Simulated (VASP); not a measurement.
# Mn (Pm-3m) in VASP: further runs, part 2 of 2

VASP 6.6.1. Earlier steps stand in the parts before.

### 3 Single point, r2SCAN

This run uses another cell than the first one, of 11.54 Å³/atom, 1.042 times its volume.

Input file POSCAR:

```
Mn
1.0
    2.2595922788      0.0000000000      0.0000000000
    0.0000000000      2.2595922788      0.0000000000
    0.0000000000      0.0000000000      2.2595922788
Mn
1
Direct
    0.0000000000      0.0000000000      0.0000000000
```

Input file INCAR.step1:

```
PREC = Accurate ; ENCUT = 520
ISMEAR = -1 ; SIGMA = 0.1
LREAL = F ; LASPH = T
NELM = 60 ; NBANDS = 12
GGA = PE ; ALGO = Normal
EDIFF = 1E-4 ; LWAVE = T
LCHARG = F
```

Input file INCAR.step2:

```
PREC = Accurate ; ENCUT = 520
EDIFF = 1E-6 ; ISMEAR = -1
SIGMA = 0.1 ; LREAL = F
LASPH = T ; NELM = 60
ALGO = Normal ; ISIF = 2
LWAVE = F ; LCHARG = F
METAGGA = R2SCAN ; LMIXTAU = T
NBANDS = 12 ; ISTART = 1
```

Input file KPOINTS:

```
regular mesh
0
Gamma
  16 16 16
```

Potentials or basis: VASP PAW PBE potentials, release 64 (Mn_pv).

Started as:

```
> cat potpaw_PBE.64/Mn_pv/POTCAR > POTCAR
> cp INCAR.step1 INCAR
> mpirun -np 1 vasp_std > vasp.out
> cp INCAR.step2 INCAR
> mpirun -np 1 vasp_std > vasp.out
```

OUTCAR:

```text
PREC = Accurate
   ENCUT = 520
   EDIFF = 1E-6
   ISMEAR = -1
   LREAL = F
   LASPH = T
   NELM = 60
   ISIF = 2
   METAGGA = R2SCAN
   ISTART = 1

 ion  position               nearest neighbor table
   1  0.000  0.000  0.000-

  LATTYP: Found a simple cubic cell.
 ALAT       =     2.2595922788

  Lattice vectors:

 A1 = (   2.2595922788,   0.0000000000,   0.0000000000)
 A2 = (   0.0000000000,   2.2595922788,   0.0000000000)
 A3 = (   0.0000000000,   0.0000000000,   2.2595922788)

Analysis of symmetry for initial positions (statically):
=====================================================================
 Subroutine PRICEL returns:
 Original cell was already a primitive cell.

 Routine SETGRP: Setting up the symmetry group for a
 simple cubic supercell.

 Subroutine GETGRP returns: Found 48 space group operations
 (whereof 48 operations were pure point group operations)
 out of a pool of 48 trial point group operations.

The static configuration has the point symmetry O_h .

Analysis of symmetry for dynamics (positions and initial velocities):
=====================================================================
 Subroutine PRICEL returns:
 Original cell was already a primitive cell.

 Routine SETGRP: Setting up the symmetry group for a
 simple cubic supercell.

 Subroutine GETGRP returns: Found 48 space group operations
 (whereof 48 operations were pure point group operations)
 out of a pool of 48 trial point group operations.

The dynamic configuration has the point symmetry O_h .

 Subroutine INISYM returns: Found 48 space group operations
 (whereof 48 operations are pure point group operations),
 and found     1 'primitive' translations

----------------------------------------------------------------------------------------

                                     Primitive cell

[... 112 lines left out ...]
   LORBIT       =      0    0 simple, 1 ext, 2 COOP (PROOUT), +10 PAW based schemes
   METAGGA = R2SCAN    functional components
   LHFCALC =     F    Hartree Fock is set to
   AEXX    =    0.0000 exact exchange contribution
   IVDW    =     0    specifies the selected vdW correction
   LEPSILON=     F    determine dielectric tensor
   LRPA    =     F    only Hartree local field effects (RPA)
 non-spin polarized calculation
  energy-cutoff  :      520.00
  volume of cell :       11.54
 maximum number of plane-waves:       320
 NGX is ok and might be reduce to    18
   NGX =  9   NGY =  9   NGZ =  9

 number of electron      13.0000026 magnetization

 Free energy of the ion-electron system (eV)
  ---------------------------------------------------
  ext. energy  EPLUGINS =         0.00000000
  ---------------------------------------------------
  free energy    TOTEN  =       -13.38977844 eV

  energy without entropy =      -13.33524990  energy(sigma->0) =      -13.36251417

 E-fermi :   9.8869     XC(G=0): -14.7202

 val. band max:        9.8839576436   @ k =   0.3750   0.2500   0.0625
 cond. band min:       9.8907637522   @ k =   0.4375   0.1250   0.0000
 fundamental gap:      0.0068061086
 Fermi energy:         9.8869156134

 k-point     1 :       0.0000    0.0000    0.0000
  band No.  band energies     occupation
      1     -39.6648      2.00000
      2     -39.6648      2.00000
      3     -39.6648      2.00000
      4       1.1997      2.00000
      5       5.6958      2.00000
      6       5.6958      2.00000
      7      11.7178      0.00000
      8      11.7178      0.00000
      9      11.7178      0.00000
     10      31.6460      0.00000
     11      31.6460      0.00000
     12      31.6460      0.00000
[... 331 lines left out ...]
 k-point    24 :       0.5000    0.1250    0.0000
  band No.  band energies     occupation
      1     -40.6417      2.00000
      2     -39.7191      2.00000
      3     -39.5652      2.00000
      4       6.2729      2.00000
      5       6.9472      2.00000
      6       7.3011      2.00000
      7       9.8263      1.29433
      8      11.1579      0.00001
      9      11.6172      0.00000
     10      16.9258      0.00000
     11      31.9811      0.00000
     12      36.6750      0.00000

 [... further k-points ...]

------------------------ aborting loop because EDIFF is reached ----------------------------------------

  FORCE on cell =-STRESS in cart. coord.  units (eV):
  Direction    XX          YY          ZZ          XY          YZ          ZX
  --------------------------------------------------------------------------------------
  -------------------------------------------------------------------------------------
  Total        0.0610186      0.0610186      0.0610186      0.0000000     -0.0000000      0.0000000
  in kB        8.4738888      8.4738888      8.4738888      0.0000000     -0.0000000      0.0000000
  external PRESSURE =       8.4738888 kB  Pullay stress =       0.0000000 kB

 VOLUME and BASIS-vectors are now :
 -----------------------------------------------------------------------------
  energy-cutoff  :      520.00
  volume of cell :       11.54
      direct lattice vectors                 reciprocal lattice vectors
     2.259592279  0.000000000  0.000000000     0.442557717  0.000000000  0.000000000
     0.000000000  2.259592279  0.000000000     0.000000000  0.442557717  0.000000000
     0.000000000  0.000000000  2.259592279     0.000000000  0.000000000  0.442557717

 POSITION                                       TOTAL-FORCE (eV/Angst)
 -----------------------------------------------------------------------------------
      0.00000      0.00000      0.00000         0.000000      0.000000      0.000000
 -----------------------------------------------------------------------------------
    total drift:                               -0.000000      0.000000      0.000000

  FREE ENERGIE OF THE ION-ELECTRON SYSTEM (eV)
  ---------------------------------------------------
  free  energy   TOTEN  =       -13.3897784372 eV

  energy  without entropy=      -13.3352498979  energy(sigma->0) =      -13.36251417
```

OUTCAR.step1:

```text
PREC = Accurate
   ENCUT = 520
   ISMEAR = -1
   LREAL = F
   LASPH = T
   NELM = 60
[... 574 lines left out ...]

 POSITION                                       TOTAL-FORCE (eV/Angst)
 -----------------------------------------------------------------------------------
      0.00000      0.00000      0.00000         0.000000      0.000000      0.000000
 -----------------------------------------------------------------------------------
    total drift:                                0.000000      0.000000      0.000000

  FREE ENERGIE OF THE ION-ELECTRON SYSTEM (eV)
  ---------------------------------------------------
  free  energy   TOTEN  =        -8.0774797944 eV

  energy  without entropy=       -8.0175609736  energy(sigma->0) =       -8.04752038
```

It took 55 s on 1 thread of Intel Xeon Platinum 8259CL at 2.50GHz (Skylake/Cascade Lake), shared host; peak memory 0.13 GiB.

Results:

| Property | Result |
| --- | --- |
| Free energy | -13.3898 eV |
| Pressure | 0.8 GPa |

Caveat: the PAW data sets were made with another functional, which shifts forces and pressure a little; the run has no spin polarisation, though such a crystal can be magnetic.
